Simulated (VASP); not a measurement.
# V (Im-3m) in VASP: a series of runs

V is run at these levels: PBEsol; tasks: single point, relaxation of cell and atoms.

Everything below comes from runs of VASP 6.6.1. Logs are shortened: lines on timing, memory, paths and dates and some standing lists are left out, and cuts for length are marked.

**1. The cell of the first run**

It takes space group Im-3m (No. 229, cubic). The conventional cell has a = 2.933 Å, b = 2.933 Å, c = 2.933 Å, α = 90.00°, β = 90.00°, γ = 90.00°. V (site symmetry m-3m) has 14 V at 2.54 to 2.93 Å within 3.4 Å.

**2. Single point, PBEsol, collinear spin, ferromagnetic start**

INCAR reads:

```
  ALGO = Normal
  EDIFF = 1E-6
  ENCUT = 520
  GGA = PS
  ISIF = 2
  ISMEAR = -1
  ISPIN = 2
  LASPH = True
  LCHARG = False
  LMAXMIX = 4
  LORBIT = 11
  LREAL = False
  LWAVE = False
  MAGMOM = 2
  NBANDS = 16
  NELM = 150
  PREC = Accurate
  SIGMA = 0.05
```

KPOINTS reads:

```
k-points
0
Gamma
  12 12 12
```

POSCAR reads:

```
V
1.0
   -1.4666001248      1.4666001248      1.4666001248
    1.4666001248     -1.4666001248      1.4666001248
    1.4666001248      1.4666001248     -1.4666001248
V
1
Direct
    0.0000000000      0.0000000000      0.0000000000
```

Potentials or basis: VASP PAW PBE potentials, release 64 (V_sv).

The run is started by

```sh
> cat potpaw_PBE.64/V_sv/POTCAR > POTCAR
> mpirun -np 1 vasp_std > vasp.out
```

OUTCAR:

```text
EDIFF = 1E-6
   ENCUT = 520
   GGA = PS
   ISIF = 2
   ISMEAR = -1
   ISPIN = 2
   LASPH = True
   LORBIT = 11
   LREAL = False
   NELM = 150
   PREC = Accurate

 ion  position               nearest neighbor table
   1  0.000  0.000  0.000-

  LATTYP: Found a body centered cubic cell.
 ALAT       =     2.9332002496

  Lattice vectors:

 A1 = (  -1.4666001248,   1.4666001248,   1.4666001248)
 A2 = (   1.4666001248,  -1.4666001248,   1.4666001248)
 A3 = (   1.4666001248,   1.4666001248,  -1.4666001248)

Analysis of symmetry for initial positions (statically):
=====================================================================
 Subroutine PRICEL returns:
 Original cell was already a primitive cell.

 Routine SETGRP: Setting up the symmetry group for a
 body centered cubic supercell.

 Subroutine GETGRP returns: Found 48 space group operations
 (whereof 48 operations were pure point group operations)
 out of a pool of 48 trial point group operations.

The static configuration has the point symmetry O_h .

Analysis of symmetry for dynamics (positions and initial velocities):
=====================================================================
 Subroutine PRICEL returns:
 Original cell was already a primitive cell.

 Routine SETGRP: Setting up the symmetry group for a
 body centered cubic supercell.

 Subroutine GETGRP returns: Found 48 space group operations
 (whereof 48 operations were pure point group operations)
 out of a pool of 48 trial point group operations.

The dynamic configuration has the point symmetry O_h .

Analysis of structural, dynamic, and magnetic symmetry:
=====================================================================
 Subroutine PRICEL returns:
 Original cell was already a primitive cell.

 Routine SETGRP: Setting up the symmetry group for a
 body centered cubic supercell.

 Subroutine GETGRP returns: Found 48 space group operations
 (whereof 48 operations were pure point group operations)
 out of a pool of 48 trial point group operations.

The overall configuration has the point symmetry O_h .

 Subroutine INISYM returns: Found 48 space group operations
 (whereof 48 operations are pure point group operations),
 and found     1 'primitive' translations

----------------------------------------------------------------------------------------

                                     Primitive cell

  volume of cell :      12.6181

  direct lattice vectors                    reciprocal lattice vectors
    -1.466600125  1.466600125  1.466600125     0.000000000  0.340924558  0.340924558
     1.466600125 -1.466600125  1.466600125     0.340924558  0.000000000  0.340924558
     1.466600125  1.466600125 -1.466600125     0.340924558  0.340924558  0.000000000

  length of vectors
     2.540225931  2.540225931  2.540225931     0.482140134  0.482140134  0.482140134

  position of ions in fractional coordinates (direct lattice)
     0.000000000  0.000000000  0.000000000

  ion indices of the primitive-cell ions
   primitive index   ion index
                 1           1

----------------------------------------------------------------------------------------

 KPOINTS: k-points

Automatic generation of k-mesh.
 Grid dimensions read from file:
 generate k-points for:   12   12   12

 Generating k-lattice:

  Cartesian coordinates                     Fractional coordinates (reciprocal lattice)
     0.000000000  0.028410380  0.028410380     0.083333333  0.000000000  0.000000000
     0.028410380  0.000000000  0.028410380     0.000000000  0.083333333  0.000000000
     0.028410380  0.028410380  0.000000000     0.000000000  0.000000000  0.083333333

  Length of vectors
     0.040178345  0.040178345  0.040178345

  Shift w.r.t. Gamma in fractional coordinates (k-lattice)
     0.000000000  0.000000000  0.000000000

 Subroutine IBZKPT returns following result:
 ===========================================

 Found     72 irreducible k-points:

 Following reciprocal coordinates:
            Coordinates               Weight
  0.000000  0.000000  0.000000      1.000000
  0.083333  0.000000  0.000000     12.000000
  0.166667  0.000000  0.000000     12.000000
  0.250000  0.000000  0.000000     12.000000
  0.333333  0.000000  0.000000     12.000000
  0.416667  0.000000  0.000000     12.000000
[... 16 lines left out ...]
  0.333333  0.083333  0.083333     24.000000
  0.416667  0.083333  0.083333     12.000000
 [... further k-points ...]
   k-points           NKPTS =     72   k-points in BZ     NKDIM =     72   number of bands    NBANDS=     16
   number of dos      NEDOS =    301   number of ions     NIONS =      1
   total plane-waves  NPLWV =   8000
   dimension x,y,z NGX =    20 NGY =   20 NGZ =   20
   dimension x,y,z NGXF=    40 NGYF=   40 NGZF=   40
   ions per type =               1
   NGX,Y,Z   is equivalent  to a cutoff of  13.09, 13.09, 13.09 a.u.
   NGXF,Y,Z  is equivalent  to a cutoff of  26.18, 26.18, 26.18 a.u.
 SYSTEM =  unknown system
   PREC   = accura    normal or accurate (medium, high low for compatibility)
   ISTART =      0    job   : 0-new  1-cont  2-samecut
   ICHARG =      2    charge: 1-file 2-atom 10-const
   ISPIN  =      2    spin polarized calculation?
   LNONCOLLINEAR =      F non collinear calculations
   LSORBIT =      F    spin-orbit coupling
   LASPH  =      T    aspherical Exc in radial PAW
   ENCUT  =  520.0 eV  38.22 Ry    6.18 a.u.   4.72  4.72  4.72*2*pi/ulx,y,z
   NELM   =    150;   NELMIN=  2; NELMDL= -5     # of ELM steps
   EDIFF  = 0.1E-05   stopping-criterion for ELM
   LREAL  =      F    real-space projection
[... 7 lines left out ...]
   TEBEG  =    0.0;   TEEND  =   0.0 temperature during run
   PSTRESS=    0.0 pullay stress
   NELECT =      13.0000    total number of electrons
   NUPDOWN=      -1.0000    fix difference up-down
   EMIN   =  10.00;   EMAX   =-10.00  energy-range for DOS
   EFERMI =   0.00;   METHOD = LEGACY
   ISMEAR =    -1;   SIGMA  =   0.05  broadening in eV -4-tet -1-fermi 0-gaus
   EFERMI_NEDOS =   21; number of points for ismear=-14 and -15
   IALGO  =     38    algorithm
   IMIX   =      4    mixing-type and parameters
     AMIX     =   0.40;   BMIX     =  1.00
     AMIX_MAG =   1.60;   BMIX_MAG =  1.00
  volume/ion in A,a.u.               =      12.62        85.15
  Fermi-wavevector in a.u.,A,eV,Ry     =   1.653449  3.124566 37.196897  2.733895
  Thomas-Fermi vector in A             =   2.741886
   LORBIT       =     11    0 simple, 1 ext, 2 COOP (PROOUT), +10 PAW based schemes
   GGA     = PS    functional components
   LHFCALC =     F    Hartree Fock is set to
   AEXX    =    0.0000 exact exchange contribution
   IVDW    =     0    specifies the selected vdW correction
   LEPSILON=     F    determine dielectric tensor
   LRPA    =     F    only Hartree local field effects (RPA)
 spin polarized calculation
  energy-cutoff  :      520.00
  volume of cell :       12.62
 maximum number of plane-waves:       370
   NGX =  9   NGY =  9   NGZ =  9

 number of electron      13.0000010 magnetization       0.0001422

 Free energy of the ion-electron system (eV)
  ---------------------------------------------------
  ext. energy  EPLUGINS =         0.00000000
  ---------------------------------------------------
  free energy    TOTEN  =        -9.63108323 eV

  energy without entropy =       -9.61396803  energy(sigma->0) =       -9.62252563

 E-fermi :  10.3963     XC(G=0): -13.4191

 val. band max:       10.3710595267   @ k =   0.2500   0.0000   0.0000
 cond. band min:      10.3971917300   @ k =   0.3333   0.1667   0.0833
 fundamental gap:      0.0261322033
 Fermi energy:        10.3963061827

 spin component 1

 k-point     1 :       0.0000    0.0000    0.0000
  band No.  band energies     occupation
      1     -52.9919      1.00000
      2     -26.2746      1.00000
      3     -26.2746      1.00000
      4     -26.2746      1.00000
      5       3.6662      1.00000
      6      10.8299      0.00017
[... 8 lines left out ...]
     15      39.0644      0.00000
     16      43.8295      0.00000

 k-point     2 :       0.0833    0.0000    0.0000
  band No.  band energies     occupation
      1     -52.9748      1.00000
      2     -26.3533      1.00000
      3     -26.2982      1.00000
      4     -26.2753      1.00000
      5       3.9631      1.00000
      6      10.6990      0.00234
[... 8 lines left out ...]
     15      39.5296      0.00000
     16      41.4756      0.00000

 k-point     3 :       0.1667    0.0000    0.0000
  band No.  band energies     occupation
      1     -52.9277      1.00000
      2     -26.5653      1.00000
      3     -26.3623      1.00000
      4     -26.2772      1.00000
      5       4.7885      1.00000
      6      10.3568      0.68799
[... 8 lines left out ...]
     15      38.6471      0.00000
     16      39.1555      0.00000

 k-point     4 :       0.2500    0.0000    0.0000
  band No.  band energies     occupation
      1     -52.8628      1.00000
      2     -26.8482      1.00000
      3     -26.4490      1.00000
      4     -26.2798      1.00000
      5       5.9018      1.00000
      6       9.9209      0.99993
[... 8 lines left out ...]
     15      38.2789      0.00000
     16      38.6902      0.00000
[... 324 lines left out ...]
 k-point    22 :       0.2500    0.0833    0.0833
  band No.  band energies     occupation
      1     -52.7846      1.00000
      2     -27.1300      1.00000
      3     -26.5455      1.00000
      4     -26.3484      1.00000
      5       7.3005      1.00000
      6       9.3676      1.00000
[... 8 lines left out ...]
     15      41.0028      0.00000
     16      41.8546      0.00000

 k-point    23 :       0.3333    0.0833    0.0833
  band No.  band energies     occupation
      1     -52.7416      1.00000
      2     -27.2684      1.00000
      3     -26.6379      1.00000
      4     -26.3549      1.00000
      5       7.5027      1.00000
      6       9.1305      1.00000
[... 8 lines left out ...]
     15      40.7797      0.00000
     16      41.8292      0.00000

 k-point    24 :       0.4167    0.0833    0.0833
  band No.  band energies     occupation
      1     -52.7258      1.00000
      2     -27.3175      1.00000
      3     -26.6728      1.00000
      4     -26.3573      1.00000
      5       7.4767      1.00000
      6       9.0489      1.00000
[... 8 lines left out ...]
     15      40.9833      0.00000
     16      41.2051      0.00000

 [... further k-points ...]

 spin component 2

 k-point     1 :       0.0000    0.0000    0.0000
  band No.  band energies     occupation
      1     -52.9918      1.00000
      2     -26.2745      1.00000
      3     -26.2745      1.00000
      4     -26.2745      1.00000
      5       3.6663      1.00000
      6      10.8301      0.00017
[... 8 lines left out ...]
     15      39.0645      0.00000
     16      43.8297      0.00000

 k-point     2 :       0.0833    0.0000    0.0000
  band No.  band energies     occupation
      1     -52.9747      1.00000
      2     -26.3532      1.00000
      3     -26.2981      1.00000
      4     -26.2752      1.00000
      5       3.9632      1.00000
      6      10.6992      0.00234
[... 8 lines left out ...]
     15      39.5297      0.00000
     16      41.4757      0.00000

 k-point     3 :       0.1667    0.0000    0.0000
  band No.  band energies     occupation
      1     -52.9276      1.00000
      2     -26.5652      1.00000
      3     -26.3623      1.00000
      4     -26.2771      1.00000
      5       4.7886      1.00000
      6      10.3569      0.68743
[... 8 lines left out ...]
     15      38.6473      0.00000
     16      39.1556      0.00000

 k-point     4 :       0.2500    0.0000    0.0000
  band No.  band energies     occupation
      1     -52.8628      1.00000
      2     -26.8481      1.00000
      3     -26.4489      1.00000
      4     -26.2797      1.00000
      5       5.9019      1.00000
      6       9.9210      0.99993
[... 8 lines left out ...]
     15      38.2791      0.00000
     16      38.6903      0.00000
[... 324 lines left out ...]
 k-point    22 :       0.2500    0.0833    0.0833
  band No.  band energies     occupation
      1     -52.7845      1.00000
      2     -27.1300      1.00000
      3     -26.5454      1.00000
      4     -26.3483      1.00000
      5       7.3006      1.00000
      6       9.3677      1.00000
[... 8 lines left out ...]
     15      41.0029      0.00000
     16      41.8547      0.00000

 k-point    23 :       0.3333    0.0833    0.0833
  band No.  band energies     occupation
      1     -52.7415      1.00000
      2     -27.2683      1.00000
      3     -26.6379      1.00000
      4     -26.3549      1.00000
      5       7.5028      1.00000
      6       9.1306      1.00000
[... 8 lines left out ...]
     15      40.7798      0.00000
     16      41.8293      0.00000

 k-point    24 :       0.4167    0.0833    0.0833
  band No.  band energies     occupation
      1     -52.7257      1.00000
      2     -27.3174      1.00000
      3     -26.6727      1.00000
      4     -26.3573      1.00000
      5       7.4768      1.00000
      6       9.0490      1.00000
[... 8 lines left out ...]
     15      40.9834      0.00000
     16      41.2053      0.00000

 [... further k-points ...]
[... 5 lines left out ...]
  --------------------------------------------------------------------------------------
  -------------------------------------------------------------------------------------
  Total        0.4159026      0.4159026      0.4159026     -0.0000000     -0.0000000     -0.0000000
  in kB       52.8088919     52.8088919     52.8088919     -0.0000000     -0.0000000     -0.0000000
  external PRESSURE =      52.8088919 kB  Pullay stress =       0.0000000 kB

 VOLUME and BASIS-vectors are now :
 -----------------------------------------------------------------------------
  energy-cutoff  :      520.00
  volume of cell :       12.62
      direct lattice vectors                 reciprocal lattice vectors
    -1.466600125  1.466600125  1.466600125     0.000000000  0.340924558  0.340924558
     1.466600125 -1.466600125  1.466600125     0.340924558  0.000000000  0.340924558
     1.466600125  1.466600125 -1.466600125     0.340924558  0.340924558  0.000000000

 POSITION                                       TOTAL-FORCE (eV/Angst)
 -----------------------------------------------------------------------------------
      0.00000      0.00000      0.00000         0.000000     -0.000000     -0.000000
 -----------------------------------------------------------------------------------
    total drift:                                0.000000     -0.000000      0.000000

  FREE ENERGIE OF THE ION-ELECTRON SYSTEM (eV)
  ---------------------------------------------------
  free  energy   TOTEN  =        -9.6310832322 eV

  energy  without entropy=       -9.6139680288  energy(sigma->0) =       -9.62252563

 total charge

# of ion       s       p       d       tot
------------------------------------------
    1        2.363   6.242   3.176  11.781

 magnetization (x)

# of ion       s       p       d       tot
------------------------------------------
    1        0.000   0.000   0.000   0.000
```

Wall time 59 s (1 thread of Intel Xeon 8259CL, shared host); peak memory 0.14 GiB.

What came out:

```
Free energy                                           : -9.6311 eV
Pressure                                              : 5.3 GPa
Net moment                                            : 0.00 μB per cell
Valence electrons inside the program's atomic spheres : V 11.78
```

Caveat: the PAW data sets were made with another functional, which shifts forces and pressure a little.

**3. Relaxation of cell and atoms, PBEsol, collinear spin, ferromagnetic start**

This run uses another cell than the first one, of 13.89 Å³/atom, 1.101 times its volume.

INCAR reads:

```
SYSTEM = V
  PREC = Accurate
  ENCUT = 600
  EDIFF = 1E-7
  ISMEAR = -1
  SIGMA = 0.05
  LREAL = .False.
  LASPH = .True.
  NELM = 150
  ALGO = Normal
  ISIF = 3
  LWAVE = .False.
  LCHARG = .False.
  ISPIN = 2
  MAGMOM = 2
  LORBIT = 11
  LMAXMIX = 4
  GGA = PS
  IBRION = 2
  NSW = 80
  EDIFFG = -0.02
```

KPOINTS reads:

```
Automatic mesh
0
Gamma
  12 12 12
  0 0 0
```

POSCAR reads:

```
V
1.0
   -1.5143500000      1.5143500000      1.5143500000
    1.5143500000     -1.5143500000      1.5143500000
    1.5143500000      1.5143500000     -1.5143500000
V
1
Direct
    0.0000000000      0.0000000000      0.0000000000
```

Potentials or basis: VASP PAW PBE potentials, release 64 (V_sv).

The run is started by

```sh
> cat potpaw_PBE.64/V_sv/POTCAR > POTCAR
> mpirun -np 1 vasp_std > vasp.out
```

Run time: 1.9 min. Hardware: 1 thread of Intel Xeon 8259CL, shared host; peak memory 0.17 GiB.

Results (log left out):

| Item | Value |
| --- | --- |
| Free energy | -9.6376 eV |
| Relaxed volume | 12.96 Å³/atom |
| Relaxed cell | a = 2.563 Å, b = 2.563 Å, c = 2.563 Å, α = 109.47°, β = 109.47°, γ = 109.47° |
| Space group after relaxing (to 0.05 Å) | Im-3m (No. 229) |
| Energy gained by relaxing | 37.1 meV/atom |
| Ionic steps | 3 |
| Pressure after relaxing | -0.2 GPa |
| Net moment | 0.00 μB per cell |
| Valence electrons inside the program's atomic spheres | V 11.73 |

Step by step:
| step | energy change (eV) | largest force (eV/Å) | pressure (GPa) | volume (Å³) |
| --- | --- | --- | --- | --- |
| 1 | 0.0000 | 0.0000 | -11.93 | 13.89 |
| 2 | 0.0187 | 0.0000 | 18.52 | 11.91 |
| 3 | -0.0371 | 0.0000 | -0.22 | 12.96 |

Final structure:
```xyz
1
Lattice="-1.4798 1.4798 1.4798 1.4798 -1.4798 1.4798 1.4798 1.4798 -1.4798" Properties=species:S:1:pos:R:3 pbc="T T T"
V     0.0000    0.0000    0.0000
```

Levels at points of the mesh, in eV from the Fermi level:
Spin up:
```csv
k point,band 3,band 4,band 5,band 6,band 7,band 8,band 9,band 10
"(0.00, 0.00, 0.00)",-36.75,-36.75,-6.67,0.43,0.43,0.43,2.54,2.54
"(0.50, 0.00, 0.00)",-37.07,-36.76,-3.31,-1.20,1.79,2.55,2.93,4.37
"(0.50, 0.50, 0.50)",-37.45,-37.45,-3.18,-3.18,3.95,3.95,3.95,10.55
```
Spin down:
| k point | band 2 | band 3 | band 4 | band 5 | band 6 | band 7 | band 8 | band 9 | band 10 | band 11 |
| --- | --- | --- | --- | --- | --- | --- | --- | --- | --- | --- |
| (0.00, 0.00, 0.00) | -36.75 | -36.75 | -36.75 | -6.67 | 0.43 | 0.43 | 0.43 | 2.54 | 2.54 | 20.79 |
| (0.50, 0.00, 0.00) | -37.78 | -37.07 | -36.76 | -3.31 | -1.20 | 1.79 | 2.55 | 2.93 | 4.37 | 10.68 |
| (0.50, 0.50, 0.50) | -37.45 | -37.45 | -37.45 | -3.18 | -3.18 | 3.95 | 3.95 | 3.95 | 10.55 | 10.55 |

Caveat: the PAW data sets were made with another functional, which shifts forces and pressure a little.

(Continued in part 2 of 2.)
